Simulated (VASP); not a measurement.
A run of VASP 6.6.1 is set up as follows.

File INCAR:

```
PREC = Accurate ; ENCUT = 520
EDIFF = 1E-7 ; ISMEAR = -1
SIGMA = 0.05 ; LREAL = F
LASPH = T ; NELM = 80
ALGO = Normal ; ISIF = 2
LWAVE = F ; LCHARG = F
GGA = PE ; NBANDS = 8
```

KPOINTS

```
regular mesh
0
Gamma
  10 10 10
```

POSCAR

```
Sb
1.0
   -1.8460493956      1.8460493956      1.8460493956
    1.8460493956     -1.8460493956      1.8460493956
    1.8460493956      1.8460493956     -1.8460493956
Sb
1
Direct
    0.0000000000      0.0000000000      0.0000000000
```

Potentials or basis: VASP PAW PBE potentials, release 64 (Sb).

The run is started by

```sh
$ cat potpaw_PBE.64/Sb/POTCAR > POTCAR
$ mpirun -np 1 vasp_std > vasp.out
```

Task: Predict the pressure.

Result: 6.3 GPa.
